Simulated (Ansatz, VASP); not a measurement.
## Two plane-wave programs on Cu

```
CELL_PARAMETERS angstrom
2.50366 0.00000 0.00000
-1.25183 2.16823 0.00000
0.00000 0.00000 24.57559
ATOMIC_POSITIONS crystal
Cu 0.00000 0.00000 0.37376
Cu 0.66667 0.33333 0.28961
Cu 0.32335 0.66667 0.45799
Cu 0.00000 0.00000 0.62624
Cu 0.66667 0.33333 0.54201
Cu 0.33333 0.66667 0.71039
```

Alike in both runs: task single point; functional PBEsol; k mesh 12 × 12 × 1; occupations fermi-dirac, width 0.1 eV; no spin polarisation.

|  | VASP | Ansatz |
| --- | --- | --- |
| version | VASP 6.6.1 | Ansatz 0.2.0 |
| potentials or method | VASP PAW PBE potentials, release 64 (Cu) | plane waves, PAW |
| plane-wave cutoff (eV) | 520 | 420 |
| valence electrons in the cell | 66 | 114 |

Ansatz gave:

| Quantity | Value |
| --- | --- |
| rms of the force components (eV/Å) | 0.033 |

Q: Estimate VASP's values.

A: rms of the force components (eV/Å): 0.027.

VASP's potentials were made for PBE, not for PBEsol. Atom by atom the forces differ by 0.007 eV/Å (rms over components). With one functional, cell and mesh, what is left measures potentials, basis and numerics. VASP's potentials hold 66 valence electrons a cell and Ansatz's 114, so a difference there can come from the potentials and not from the codes.
